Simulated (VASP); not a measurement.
The system is Hf.

```
CELL_PARAMETERS angstrom
3.17000 0.00000 0.00000
-1.58500 2.74530 0.00000
0.00000 0.00000 5.00000
ATOMIC_POSITIONS crystal
Hf 0.33333 0.66667 0.25000
Hf 0.66667 0.33333 0.75000
```

| Item | Value |
| --- | --- |
| Program | VASP 6.6.1 |
| Task | relaxation of cell and atoms |
| Functional | PBEsol |
| Dispersion | D3(BJ) |
| Potentials or basis | VASP PAW PBE potentials, release 64 (Hf_pv) |
| Cutoff | 500 eV |
| k mesh | 15 × 15 × 8 |
| Occupations | gaussian, width 0.1 eV |
| Spin | no spin polarisation |

At the start: pressure -5.1 GPa; volume 21.76 Å³/atom.

How do energy, volume and symmetry change on relaxing?

Over 8 steps the energy falls by 15.7 meV/atom and the volume is 20.79 Å³/atom (-4.4 %); space group P6_3/mmc (No. 194, to 0.05 Å).

Step by step:
| step | energy change (eV) | largest force (eV/Å) | pressure (GPa) | volume (Å³) |
| --- | --- | --- | --- | --- |
| 1 | 0.0000 | 0.0000 | -5.06 | 43.51 |
| 2 | 0.0192 | 0.0000 | 7.48 | 39.33 |
| 3 | -0.0314 | 0.0000 | -0.07 | 41.61 |
| 4 | -0.0314 | 0.0000 | 0.05 | 41.58 |
| 5 | -0.0315 | 0.0000 | 0.04 | 41.57 |
| 6 | -0.0315 | 0.0000 | 0.04 | 41.57 |
| 7 | -0.0315 | 0.0000 | -0.05 | 41.61 |
| 8 | -0.0315 | 0.0000 | 0.01 | 41.59 |

Final structure:
```cif
data_structure
_symmetry_space_group_name_H-M 'P 1'
_symmetry_Int_Tables_number 1
_cell_length_a 3.1198
_cell_length_b 3.1198
_cell_length_c 4.9337
_cell_angle_alpha 90.000
_cell_angle_beta 90.000
_cell_angle_gamma 120.000
_cell_volume 41.59
loop_
_atom_site_label
_atom_site_type_symbol
_atom_site_fract_x
_atom_site_fract_y
_atom_site_fract_z
_atom_site_occupancy
Hf1 Hf 0.33333 0.66667 0.25000 1
Hf2 Hf 0.66667 0.33333 0.75000 1
```

Caveat: the PAW data sets were made with another functional, which shifts forces and pressure a little; pairwise dispersion overbinds metals, which lowers pressure and volume.
